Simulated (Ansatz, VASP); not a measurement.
# One calculation of Ta, two programs

The input POSCAR:

```
Ta
1.0
    2.9003720726      0.0000000000      0.0000000000
   -1.4501860363      2.5117958953      0.0000000000
    0.0000000000      0.0000000000      5.1662740000
Ta
2
Direct
    0.3333333333      0.6666666667      0.2500000000
    0.6666666667      0.3333333333      0.7500000000
```

Contents of INCAR.step1:

```
SYSTEM = Ta
PREC = Accurate ; ENCUT = 550
ISMEAR = -1 ; SIGMA = 0.05
LREAL = .FALSE. ; LASPH = .TRUE.
NELM = 120 ; NBANDS = 20
GGA = PE ; ALGO = Normal
EDIFF = 1E-5 ; LWAVE = .TRUE.
LCHARG = .FALSE. ; GGA_COMPAT = .FALSE.
```

The input INCAR.step2:

```
SYSTEM = Ta
PREC = Accurate ; ENCUT = 550
EDIFF = 1E-6 ; ISMEAR = -1
SIGMA = 0.05 ; LREAL = .FALSE.
LASPH = .TRUE. ; NELM = 120
ALGO = Normal ; ISIF = 2
LWAVE = .FALSE. ; LCHARG = .FALSE.
METAGGA = R2SCAN ; LMIXTAU = .TRUE.
NBANDS = 20 ; ISTART = 1
GGA_COMPAT = .FALSE.
```

The input KPOINTS:

```
Automatic mesh
0
G
  11 11 5
  0 0 0
```

input.yaml

```yaml
crystal:
  lattice:
    - [2.9003720726, 0.0, 0.0]
    - [-1.4501860363, 2.5117958953, 0.0]
    - [0.0, 0.0, 5.166274]
  atoms:
    - { symbol: Ta, position: [0.3333333333, 0.6666666667, 0.25] }
    - { symbol: Ta, position: [0.6666666667, 0.3333333333, 0.75] }
hamiltonian:
  xc: r2scan
  pseudopotentials: { kind: paw }
kpoints:
  mp_grid: { grid: [11, 11, 5] }
  band_path:
    path:
      - [[0.0, 0.0, 0.0], [0.5, 0.0, 0.0], [0.3333333333, 0.3333333333, 0.0], [0.0, 0.0, 0.0], [0.0, 0.0, 0.5], [0.5, 0.0, 0.5], [0.3333333333, 0.3333333333, 0.5], [0.0, 0.0, 0.5]]
      - [[0.5, 0.0, 0.5], [0.5, 0.0, 0.0]]
      - [[0.3333333333, 0.3333333333, 0.0], [0.3333333333, 0.3333333333, 0.5]]
    npoints: 14
scf:
  occupations: { method: fermi_dirac, width: 0.05 }
  n_extra_bands: 6
output:
  forces: true
  stress: true
  eigenvalues: true
  fatbands: true
  write_density: true
  write_potential: true
  elf: true
  volumetric_format: npy
```

Alike in both runs: functional r2SCAN; k mesh 11 × 11 × 5; occupations fermi-dirac, width 0.05 eV; no spin polarisation.

|  | VASP | Ansatz |
| --- | --- | --- |
| version | VASP 6.6.1 | Ansatz 0.2.0 |
| potentials or method | VASP PAW PBE potentials, release 64 (Ta_sv_GW) | Ansatz PAW |
| plane-wave cutoff (eV) | 550 | 500 |
| valence electrons in the cell | 26 | 26 |
| task | single point | band structure |

```tsv
	VASP	Ansatz	Ansatz less VASP
gap on the k mesh at the Fermi level (eV)	none	none	-
pressure (GPa)	-4.5	-3.6	+0.89
traceless stress, the component that is largest in VASP (GPa)	0.83	0.82	-0.014
```

VASP's potentials were made for PBE, not for r2SCAN. A gap of «none» marks a metal or a gap that the smearing closes. With one functional, cell and mesh, what is left measures potentials, basis and numerics.

Neither program's run includes spin-orbit coupling.
